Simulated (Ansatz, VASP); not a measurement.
# Ta: VASP beside Ansatz

The input INCAR:

```
SYSTEM = Ta
PREC = Accurate
ENCUT = 520
EDIFF = 1E-6
ISMEAR = -1
SIGMA = 0.05
LREAL = .False.
LASPH = .True.
NELM = 80
ALGO = Normal
ISIF = 2
LWAVE = .False.
LCHARG = .False.
GGA = PS
NBANDS = 18
```

The input KPOINTS:

```
Automatic mesh
0
Gamma
  11 11 5
  0 0 0
```

The input POSCAR:

```
Ta
1.0
    2.9572565550      0.0000000000      0.0000000000
   -1.4786282775      2.5610593022      0.0000000000
    0.0000000000      0.0000000000      5.2675992145
Ta
2
Direct
    0.3333333333      0.6666666667      0.2500000000
    0.6666666667      0.3333333333      0.7500000000
```

Contents of input.yaml:

```yaml
crystal:
  lattice:
    - [2.957256555, 0.0, 0.0]
    - [-1.4786282775, 2.5610593022, 0.0]
    - [0.0, 0.0, 5.2675992145]
  atoms:
    - { symbol: Ta, position: [0.3333333333, 0.6666666667, 0.25] }
    - { symbol: Ta, position: [0.6666666667, 0.3333333333, 0.75] }
kpoints:
  mp_grid: { grid: [11, 11, 5] }
scf:
  occupations: { method: fermi_dirac, width: 0.05 }
hamiltonian:
  xc: pbesol
  pseudopotentials: { kind: all_electron, lapw: { basis_error: 0.001 } }
output:
  forces: true
  stress: true
  eigenvalues: true
```

Change from the starting cell: volume scaled by 1.06.

Alike in both runs: task single point; functional PBEsol; k mesh 11 × 11 × 5; occupations fermi-dirac, width 0.05 eV; no spin polarisation.

|  | VASP | Ansatz |
| --- | --- | --- |
| version | VASP 6.6.1 | Ansatz 0.2.0 |
| potentials or method | VASP PAW PBE potentials, release 64 (Ta_pv), cutoff 520 eV | all-electron LAPW, scalar-relativistic |

Ansatz gave:

* gap on the k mesh at the Fermi level (eV): none
* pressure (GPa): -16.3
* traceless stress, the component that is largest in VASP (GPa): 1.78

Estimate VASP's values.

gap on the k mesh at the Fermi level (eV): none; pressure (GPa): -16.3; traceless stress, the component that is largest in VASP (GPa): 1.77.

VASP's potentials were made for PBE, not for PBEsol. A gap of «none» marks a metal or a gap that the smearing closes. Ansatz ran all-electron here, and VASP with PAW potentials.

Spin-orbit coupling is off throughout.
